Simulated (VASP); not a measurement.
# Sb (P4/mmm) in VASP: further runs

Runs on Sb. Level: PBEsol. Tasks: single point.

Everything below comes from runs of VASP 6.6.1. Logs are shortened: lines on timing, memory, paths and dates and some standing lists are left out, and cuts for length are marked.

### Step 1. The cell of the first run

The structure is tetragonal, space group P4/mmm (No. 123). The conventional cell has a = 3.002 Å, b = 3.002 Å, c = 3.081 Å, α = 90.00°, β = 90.00°, γ = 90.00°. Sb (site symmetry 4/mmm) has 6 Sb at 3.00 to 3.08 Å within 4.0 Å.

### Step 2. Single point, PBEsol (strain -0.050 along x and y, -0.025 along z)

INCAR reads:

```
SYSTEM = Sb
PREC = Accurate
ENCUT = 520
EDIFF = 1E-6
ISMEAR = 0
SIGMA = 0.15
LREAL = .False.
LASPH = .True.
NELM = 60
ALGO = Normal
ISIF = 2
LWAVE = .False.
LCHARG = .True.
GGA = PS
LELF = .True.
LVHAR = .True.
NBANDS = 8
```

KPOINTS reads:

```
Automatic mesh
0
Gamma
  16 16 16
  0 0 0
```

POSCAR reads:

```
Sb
1.0
    3.0020000000      0.0000000000      0.0000000000
    0.0000000000      3.0020000000      0.0000000000
    0.0000000000      0.0000000000      3.0810000000
Sb
1
Direct
    0.0000000000      0.0000000000      0.0000000000
```

Potentials or basis: VASP PAW PBE potentials, release 64 (Sb).

The run is started by

```console
$ cat potpaw_PBE.64/Sb/POTCAR > POTCAR
$ mpirun -np 1 vasp_std > vasp.out
```

OUTCAR:

```text
SYSTEM = Sb
   PREC = Accurate
   ENCUT = 520
   EDIFF = 1E-6
   ISMEAR = 0
   LREAL = .False.
   LASPH = .True.
   NELM = 60
   ISIF = 2
   GGA = PS

 ion  position               nearest neighbor table
   1  0.000  0.000  0.000-

  LATTYP: Found a simple tetragonal cell.
 ALAT       =     3.0020000000
 C/A-ratio  =     1.0263157895

  Lattice vectors:

 A1 = (   3.0020000000,   0.0000000000,   0.0000000000)
 A2 = (   0.0000000000,   3.0020000000,   0.0000000000)
 A3 = (   0.0000000000,   0.0000000000,   3.0810000000)

Analysis of symmetry for initial positions (statically):
=====================================================================
 Subroutine PRICEL returns:
 Original cell was already a primitive cell.

 Routine SETGRP: Setting up the symmetry group for a
 simple tetragonal supercell.

 Subroutine GETGRP returns: Found 16 space group operations
 (whereof 16 operations were pure point group operations)
 out of a pool of 16 trial point group operations.

The static configuration has the point symmetry D_4h.

Analysis of symmetry for dynamics (positions and initial velocities):
=====================================================================
 Subroutine PRICEL returns:
 Original cell was already a primitive cell.

 Routine SETGRP: Setting up the symmetry group for a
 simple tetragonal supercell.

 Subroutine GETGRP returns: Found 16 space group operations
 (whereof 16 operations were pure point group operations)
 out of a pool of 16 trial point group operations.

The dynamic configuration has the point symmetry D_4h.

 Subroutine INISYM returns: Found 16 space group operations
 (whereof 16 operations are pure point group operations),
 and found     1 'primitive' translations

----------------------------------------------------------------------------------------

                                     Primitive cell

  volume of cell :      27.7660

  direct lattice vectors                    reciprocal lattice vectors
     3.002000000  0.000000000  0.000000000     0.333111259  0.000000000  0.000000000
     0.000000000  3.002000000  0.000000000     0.000000000  0.333111259  0.000000000
     0.000000000  0.000000000  3.081000000     0.000000000  0.000000000  0.324569945

  length of vectors
     3.002000000  3.002000000  3.081000000     0.333111259  0.333111259  0.324569945

  position of ions in fractional coordinates (direct lattice)
     0.000000000  0.000000000  0.000000000

  ion indices of the primitive-cell ions
   primitive index   ion index
                 1           1

----------------------------------------------------------------------------------------

 KPOINTS: Automatic mesh

Automatic generation of k-mesh.
 Grid dimensions read from file:
 generate k-points for:   16   16   16

 Generating k-lattice:

  Cartesian coordinates                     Fractional coordinates (reciprocal lattice)
     0.020819454  0.000000000  0.000000000     0.062500000  0.000000000  0.000000000
     0.000000000  0.020819454  0.000000000     0.000000000  0.062500000  0.000000000
     0.000000000  0.000000000  0.020285622     0.000000000  0.000000000  0.062500000

  Length of vectors
     0.020819454  0.020819454  0.020285622

  Shift w.r.t. Gamma in fractional coordinates (k-lattice)
     0.000000000  0.000000000  0.000000000

 Subroutine IBZKPT returns following result:
 ===========================================

 Found    405 irreducible k-points:

 Following reciprocal coordinates:
            Coordinates               Weight
  0.000000  0.000000  0.000000      1.000000
  0.062500  0.000000  0.000000      4.000000
  0.125000  0.000000  0.000000      4.000000
  0.187500  0.000000  0.000000      4.000000
  0.250000  0.000000  0.000000      4.000000
  0.312500  0.000000  0.000000      4.000000
[... 16 lines left out ...]
  0.437500  0.125000  0.000000      8.000000
  0.500000  0.125000  0.000000      4.000000
 [... further k-points ...]
   k-points           NKPTS =    405   k-points in BZ     NKDIM =    405   number of bands    NBANDS=      8
   number of dos      NEDOS =    301   number of ions     NIONS =      1
   total plane-waves  NPLWV =  13824
   dimension x,y,z NGX =    24 NGY =   24 NGZ =   24
   dimension x,y,z NGXF=    48 NGYF=   48 NGZF=   48
   ions per type =               1
   NGX,Y,Z   is equivalent  to a cutoff of  13.29, 13.29, 12.95 a.u.
   NGXF,Y,Z  is equivalent  to a cutoff of  26.58, 26.58, 25.90 a.u.
 SYSTEM =  Sb
   PREC   = accura    normal or accurate (medium, high low for compatibility)
   ISTART =      0    job   : 0-new  1-cont  2-samecut
   ICHARG =      2    charge: 1-file 2-atom 10-const
   ISPIN  =      1    spin polarized calculation?
   LNONCOLLINEAR =      F non collinear calculations
   LSORBIT =      F    spin-orbit coupling
   LASPH  =      T    aspherical Exc in radial PAW
   ENCUT  =  520.0 eV  38.22 Ry    6.18 a.u.   5.58  5.58  5.73*2*pi/ulx,y,z
   NELM   =     60;   NELMIN=  2; NELMDL= -5     # of ELM steps
   EDIFF  = 0.1E-05   stopping-criterion for ELM
   LREAL  =      F    real-space projection
   EDIFFG = 0.1E-04   stopping-criterion for IOM
   NSW    =      0    number of steps for IOM
   IBRION =     -1    ionic relax: 0-MD 1-quasi-New 2-CG
   NFREE  =      0    steps in history (QN), initial steepest desc. (CG)
   ISIF   =      2    stress and relaxation
   ISYM   =      2    0-nonsym 1-usesym 2-fastsym
   POTIM  = 0.5000    time-step for ionic-motion
   TEBEG  =    0.0;   TEEND  =   0.0 temperature during run
   PSTRESS=    0.0 pullay stress
   NELECT =       5.0000    total number of electrons
   NUPDOWN=      -1.0000    fix difference up-down
   EMIN   =  10.00;   EMAX   =-10.00  energy-range for DOS
   EFERMI =   0.00;   METHOD = LEGACY
   ISMEAR =     0;   SIGMA  =   0.15  broadening in eV -4-tet -1-fermi 0-gaus
   EFERMI_NEDOS =   21; number of points for ismear=-14 and -15
   IALGO  =     38    algorithm
   IMIX   =      4    mixing-type and parameters
     AMIX     =   0.40;   BMIX     =  1.00
     AMIX_MAG =   1.60;   BMIX_MAG =  1.00
  volume/ion in A,a.u.               =      27.77       187.37
  Fermi-wavevector in a.u.,A,eV,Ry     =   0.924472  1.746999 11.628201  0.854649
  Thomas-Fermi vector in A             =   2.050222
   LORBIT       =      0    0 simple, 1 ext, 2 COOP (PROOUT), +10 PAW based schemes
   GGA     = PS    functional components
   LHFCALC =     F    Hartree Fock is set to
   AEXX    =    0.0000 exact exchange contribution
   IVDW    =     0    specifies the selected vdW correction
   LEPSILON=     F    determine dielectric tensor
   LRPA    =     F    only Hartree local field effects (RPA)
 non-spin polarized calculation
 Gauss-broadening in eV      SIGMA  =   0.15
  energy-cutoff  :      520.00
  volume of cell :       27.77
 maximum number of plane-waves:       766
 NGX is ok and might be reduce to    24
   NGX = 11   NGY = 11   NGZ = 11

 number of electron       5.0000000 magnetization

 Free energy of the ion-electron system (eV)
  ---------------------------------------------------
  ext. energy  EPLUGINS =         0.00000000
  ---------------------------------------------------
  free energy    TOTEN  =        -4.52328732 eV

  energy without entropy =       -4.51872412  energy(sigma->0) =       -4.52100572

 E-fermi :   7.9052     XC(G=0): -10.0574

 val. band max:        7.8714202748   @ k =   0.4375   0.0000   0.2500
 cond. band min:       7.9088203638   @ k =   0.1875   0.1250   0.1250
 fundamental gap:      0.0374000890
 Fermi energy:         7.9052125516

 k-point     1 :       0.0000    0.0000    0.0000
  band No.  band energies     occupation
      1      -5.0632      2.00000
      2      10.8478      0.00000
      3      11.6214      0.00000
      4      11.6214      0.00000
      5      14.6864      0.00000
      6      15.1297      0.00000
      7      16.5899      0.00000
      8      25.9452      0.00000

 k-point     2 :       0.0625    0.0000    0.0000
  band No.  band energies     occupation
      1      -5.0004      2.00000
      2      10.7653      0.00000
      3      10.9114      0.00000
      4      11.6856      0.00000
      5      14.7700      0.00000
      6      15.5707      0.00000
      7      17.0899      0.00000
      8      25.2980      0.00000

 k-point     3 :       0.1250    0.0000    0.0000
  band No.  band energies     occupation
      1      -4.8129      2.00000
      2       9.1621      0.00000
      3      11.0988      0.00000
      4      11.8749      0.00000
      5      14.9260      0.00000
      6      15.9834      0.00000
      7      18.6215      0.00000
      8      24.2026      0.00000

 k-point     4 :       0.1875    0.0000    0.0000
  band No.  band energies     occupation
      1      -4.5038      2.00000
      2       7.4701      1.99996
      3      11.3997      0.00000
      4      12.1787      0.00000
      5      15.1699      0.00000
      6      16.2990      0.00000
      7      20.5429      0.00000
      8      23.0459      0.00000

 k-point     5 :       0.2500    0.0000    0.0000
  band No.  band energies     occupation
      1      -4.0808      2.00000
      2       5.8497      2.00000
      3      11.7940      0.00000
      4      12.5769      0.00000
      5      15.5056      0.00000
      6      16.6668      0.00000
      7      21.9164      0.00000
      8      22.2884      0.00000

 k-point     6 :       0.3125    0.0000    0.0000
  band No.  band energies     occupation
      1      -3.5617      2.00000
      2       4.3698      2.00000
      3      12.2467      0.00000
      4      13.0346      0.00000
      5      15.9274      0.00000
      6      17.1161      0.00000
      7      20.8751      0.00000
      8      21.4298      0.00000

 k-point     7 :       0.3750    0.0000    0.0000
  band No.  band energies     occupation
      1      -2.9896      2.00000
      2       3.0981      2.00000
      3      12.6982      0.00000
      4      13.4919      0.00000
      5      16.4160      0.00000
      6      17.6404      0.00000
      7      19.9952      0.00000
      8      20.4165      0.00000

 k-point     8 :       0.4375    0.0000    0.0000
  band No.  band energies     occupation
      1      -2.4734      2.00000
      2       2.1572      2.00000
      3      13.0528      0.00000
      4      13.8520      0.00000
      5      16.9050      0.00000
      6      18.1668      0.00000
      7      19.3808      0.00000
      8      19.6639      0.00000

 k-point     9 :       0.5000    0.0000    0.0000
  band No.  band energies     occupation
      1      -2.2430      2.00000
      2       1.7845      2.00000
      3      13.1916      0.00000
      4      13.9932      0.00000
      5      17.1591      0.00000
      6      18.4066      0.00000
      7      19.1550      0.00000
      8      19.4314      0.00000

 k-point    10 :       0.0625    0.0625    0.0000
  band No.  band energies     occupation
      1      -4.9376      2.00000
      2      10.7477      0.00000
      3      10.9126      0.00000
      4      10.9750      0.00000
      5      14.9066      0.00000
      6      16.1582      0.00000
      7      17.3850      0.00000
      8      25.0000      0.00000
[... 78 lines left out ...]
 k-point    18 :       0.1250    0.1250    0.0000
  band No.  band energies     occupation
      1      -4.5624      2.00000
      2       9.2382      0.00000
      3       9.5903      0.00000
      4      11.3507      0.00000
      5      15.2922      0.00000
      6      18.1285      0.00000
      7      19.1346      0.00000
      8      22.5166      0.00000

 k-point    19 :       0.1875    0.1250    0.0000
  band No.  band energies     occupation
      1      -4.2532      2.00000
      2       7.7000      1.94695
      3       9.7373      0.00000
      4      11.6526      0.00000
      5      15.5527      0.00000
      6      18.6772      0.00000
      7      20.3381      0.00000
      8      21.5872      0.00000

 k-point    20 :       0.2500    0.1250    0.0000
  band No.  band energies     occupation
      1      -3.8300      2.00000
      2       6.0873      2.00000
      3      10.1309      0.00000
      4      12.0483      0.00000
      5      15.8984      0.00000
      6      18.6849      0.00000
      7      20.0632      0.00000
      8      22.0926      0.00000

 k-point    21 :       0.3125    0.1250    0.0000
  band No.  band energies     occupation
      1      -3.3105      2.00000
      2       4.6095      2.00000
      3      10.6042      0.00000
      4      12.5030      0.00000
      5      16.3206      0.00000
      6      18.0311      0.00000
      7      19.9485      0.00000
      8      21.0568      0.00000

 k-point    22 :       0.3750    0.1250    0.0000
  band No.  band energies     occupation
      1      -2.7376      2.00000
      2       3.3379      2.00000
      3      11.1023      0.00000
      4      12.9570      0.00000
      5      16.6613      0.00000
      6      17.3404      0.00000
      7      19.8945      0.00000
      8      20.1792      0.00000

 k-point    23 :       0.4375    0.1250    0.0000
  band No.  band energies     occupation
      1      -2.2201      2.00000
      2       2.3962      2.00000
      3      11.5221      0.00000
      4      13.3142      0.00000
      5      16.2840      0.00000
      6      17.6275      0.00000
      7      19.3564      0.00000
      8      19.5650      0.00000

 k-point    24 :       0.5000    0.1250    0.0000
  band No.  band energies     occupation
      1      -1.9889      2.00000
      2       2.0227      2.00000
      3      11.6971      0.00000
      4      13.4543      0.00000
      5      16.0403      0.00000
      6      18.0181      0.00000
      7      18.9027      0.00000
      8      19.3389      0.00000

 [... further k-points ...]
[... 5 lines left out ...]
  --------------------------------------------------------------------------------------
  -------------------------------------------------------------------------------------
  Total        0.6767156      0.6767156     -0.0770081      0.0000000     -0.0000000     -0.0000000
  in kB       39.0484416     39.0484416     -4.4435882      0.0000000     -0.0000000     -0.0000000
  external PRESSURE =      24.5510984 kB  Pullay stress =       0.0000000 kB

 VOLUME and BASIS-vectors are now :
 -----------------------------------------------------------------------------
  energy-cutoff  :      520.00
  volume of cell :       27.77
      direct lattice vectors                 reciprocal lattice vectors
     3.002000000  0.000000000  0.000000000     0.333111259  0.000000000  0.000000000
     0.000000000  3.002000000  0.000000000     0.000000000  0.333111259  0.000000000
     0.000000000  0.000000000  3.081000000     0.000000000  0.000000000  0.324569945

 POSITION                                       TOTAL-FORCE (eV/Angst)
 -----------------------------------------------------------------------------------
      0.00000      0.00000      0.00000         0.000000      0.000000      0.000000
 -----------------------------------------------------------------------------------
    total drift:                               -0.000000      0.000000      0.000000

  FREE ENERGIE OF THE ION-ELECTRON SYSTEM (eV)
  ---------------------------------------------------
  free  energy   TOTEN  =        -4.5232873223 eV

  energy  without entropy=       -4.5187241188  energy(sigma->0) =       -4.52100572
```

It took 16 s on 1 thread of Intel Xeon 6975P-C (Granite Rapids), shared host; peak memory 0.2 GiB.

Results:

- Free energy: -4.5233 eV
- Pressure: 2.5 GPa

Stress tensor (GPa, compression positive):
```
 3.90  0.00  0.00
 0.00  3.90  0.00
 0.00  0.00 -0.44
```

Caveat: the cell differs from its parent crystal (strain -0.050 along x and y, -0.025 along z); the PAW data sets were made with another functional, which shifts forces and pressure a little; spin-orbit coupling is left out, which moves the levels of the heavy elements.

(Part 1 of 2 ends here.)
